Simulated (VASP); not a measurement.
TiAl3, 4 atoms in the cell. Symmetry: Pm-3m, No. 221, cubic system. The conventional cell has a = 3.848 Å, b = 3.848 Å, c = 3.848 Å, α = 90.00°, β = 90.00°, γ = 90.00°. Ti (site symmetry m-3m) has 12 Al at 2.72 Å within 3.6 Å. Al (site symmetry 4/mmm) has 4 Ti at 2.72 Å and 8 Al at 2.72 Å within 3.6 Å. 

* Program: VASP 6.6.1
* Task: single point
* Functional: PBE
* Potentials or basis: VASP PAW PBE potentials, release 64 (Ti_sv, Al)
* Cutoff: 520 eV
* k mesh: 4 × 4 × 4
* Occupations: gaussian, width 0.1 eV
* Spin: no spin polarisation
* Dipole correction: no
* Further INCAR settings: ALGO = Normal; EDIFF = 1e-06; NBANDS = 18

Potentials or basis: VASP PAW PBE potentials, release 64 (Ti_sv, Al).

Command:

```bash
$ cat potpaw_PBE.64/Ti_sv/POTCAR potpaw_PBE.64/Al/POTCAR > POTCAR
$ mpirun -np 1 vasp_std > vasp.out
```

Hardware: 1 thread of Intel(R) Xeon(R) 6975P-C (Granite Rapids) (shared host).

Problem. How long does it take, and how much memory?

Solution. It took 9 s on 1 thread of Intel(R) Xeon(R) 6975P-C (Granite Rapids), on a shared host, peak memory 0.15 GiB. Counts: scf iterations 13, k points 10.
